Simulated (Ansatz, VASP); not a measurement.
## Cs2Na in VASP and in Ansatz

```
Cs Na
1.0
     0.00000    6.38641    6.38641
     6.38641    0.00000    6.38641
     6.38641    6.38641    0.00000
Cs Na
4 2
Direct
  0.62500 0.62500 0.62500
  0.12500 0.62500 0.62500
  0.62500 0.62500 0.12500
  0.62500 0.12500 0.62500
  0.00000 0.00000 0.00000
  0.25000 0.25000 0.25000
```

Alike in both runs: functional PBE; k mesh 4 × 4 × 4; occupations gaussian, width 0.1 eV; no spin polarisation.

Ansatz relaxed the structure, and its values are those at the end. VASP's run is a single point on that final structure, the one shown.

```csv
,VASP,Ansatz
version,VASP 6.6.1,Ansatz 0.2.0
potentials or method,"VASP PAW PBE potentials, release 64 (Cs_sv, Na_pv), cutoff 520 eV","scalar-relativistic, plane waves, PAW"
valence electrons in the cell,50,54
```

```csv
,VASP,Ansatz,Ansatz less VASP
gap on the k mesh at the Fermi level (eV),none,none,-
pressure (GPa),0.0,0.0,+0.01
```

A gap of «none» marks a metal or a gap that the smearing closes. VASP's potentials hold 50 valence electrons a cell and Ansatz's 54, so a difference there can come from the potentials and not from the codes.

Spin-orbit coupling is off throughout.
